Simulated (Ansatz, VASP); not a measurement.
## Two plane-wave programs on MnFe2N2

```
Mn Fe N
1.0
     2.89414    0.00000    0.00000
    -1.44707    2.50640    0.00000
     0.00000    0.00000    6.29437
Mn Fe N
1 2 2
Cartesian
  0.0000 0.0000 3.1472
  1.4471 0.8355 1.0524
  0.0000 1.6709 5.2420
  1.4471 0.8355 4.4489
  0.0000 1.6709 1.8454
```

Alike in both runs: task relaxation of cell and atoms; functional PBE; k mesh 12 × 12 × 6; occupations gaussian, width 0.1 eV; no spin polarisation.

```csv
,VASP,Ansatz
version,VASP 6.6.1,Ansatz 0.2.0
potentials or method,"VASP PAW PBE potentials, release 64 (Mn_pv, Fe, N), cutoff 600 eV","scalar-relativistic, plane waves, PAW"
valence electrons in the cell,39,57
```

Ansatz gave:

```
gap on the k mesh at the Fermi level, each at its own relaxed structure (eV) : none
relaxed volume (Å³/atom)                                                     : 8.80
relaxed length of the cell vector where the two differ most in proportion (Å)              : 2.900
```

What did VASP give for the same quantities?

gap on the k mesh at the Fermi level, each at its own relaxed structure (eV): none; relaxed volume (Å³/atom): 8.83; relaxed length of the cell vector where the two differ most in proportion (Å): 2.906.

A gap of «none» marks a metal or a gap that the smearing closes. VASP's potentials hold 39 valence electrons a cell and Ansatz's 57, so a difference there can come from the potentials and not from the codes.
